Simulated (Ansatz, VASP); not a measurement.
# ZnS: VASP beside Ansatz

The input INCAR:

```
SYSTEM = ZnS
ALGO = Normal
EDIFF = 1E-6
EDIFFG = -0.01
ENCUT = 600
GGA = RE
IBRION = 2
ISIF = 3
ISMEAR = -1
LASPH = .True.
LCHARG = .False.
LREAL = .False.
LWAVE = .False.
NELM = 80
NSW = 60
PREC = Accurate
SIGMA = 0.05
```

Contents of KPOINTS:

```
k-points
0
Gamma
  8 8 2
  0 0 0
```

Contents of POSCAR:

```
ZnS
1.0
    3.8120000000      0.0000000000      0.0000000000
   -1.9060000000      3.3012888392      0.0000000000
    0.0000000000      0.0000000000     18.6899900000
Zn S
6 6
Direct
    0.3333333333      0.6666666667      0.8333300000
    0.6666666667      0.3333333333      0.3333300000
    0.6666666667      0.3333333333      0.6666700000
    0.3333333333      0.6666666667      0.1666700000
    0.0000000000      0.0000000000      0.5000000000
    0.0000000000      0.0000000000      0.0000000000
    0.3333333333      0.6666666667      0.9583300000
    0.6666666667      0.3333333333      0.4583300000
    0.6666666667      0.3333333333      0.7916700000
    0.3333333333      0.6666666667      0.2916700000
    0.0000000000      0.0000000000      0.6250000000
    0.0000000000      0.0000000000      0.1250000000
```

File input.yaml:

```yaml
crystal:
  lattice:
    - [3.812, 0.0, 0.0]
    - [-1.906, 3.3012888392, 0.0]
    - [0.0, 0.0, 18.68999]
  atoms:
    - { symbol: Zn, position: [0.3333333333, 0.6666666667, 0.83333] }
    - { symbol: Zn, position: [0.6666666667, 0.3333333333, 0.33333] }
    - { symbol: Zn, position: [0.6666666667, 0.3333333333, 0.66667] }
    - { symbol: Zn, position: [0.3333333333, 0.6666666667, 0.16667] }
    - { symbol: Zn, position: [0.0, 0.0, 0.5] }
    - { symbol: Zn, position: [0.0, 0.0, 0.0] }
    - { symbol: S, position: [0.3333333333, 0.6666666667, 0.95833] }
    - { symbol: S, position: [0.6666666667, 0.3333333333, 0.45833] }
    - { symbol: S, position: [0.6666666667, 0.3333333333, 0.79167] }
    - { symbol: S, position: [0.3333333333, 0.6666666667, 0.29167] }
    - { symbol: S, position: [0.0, 0.0, 0.625] }
    - { symbol: S, position: [0.0, 0.0, 0.125] }
hamiltonian:
  xc: revpbe
  pseudopotentials: { kind: paw }
kpoints:
  mp_grid: { grid: [8, 8, 2] }
scf:
  occupations: { method: fermi_dirac, width: 0.05 }
output:
  forces: true
  stress: true
relax:
  f_tol: 0.01
  max_steps: 40
  cell: { stress_tol: 0.05 }
```

Alike in both runs: task relaxation of cell and atoms; functional revPBE; k mesh 8 × 8 × 2; occupations fermi-dirac, width 0.05 eV; no spin polarisation.

```csv
,VASP,Ansatz
version,VASP 6.6.1,Ansatz 0.2.0
potentials or method,"VASP PAW PBE potentials, release 64 (Zn, S)",Ansatz PAW
plane-wave cutoff (eV),600,420
valence electrons in the cell,108,108
```

```tsv
	VASP	Ansatz	Ansatz less VASP
relaxed volume (Å³/atom)	20.74	20.72	-0.017
relaxed cell length with the largest relative difference (Å)	19.050	19.044	-0.0061
```

VASP's potentials were made for PBE, not for revPBE.

Noted on Ansatz's run: the plane-wave basis is chosen anew once the cell has moved, so the energies of steps on either side of that aren't comparable.
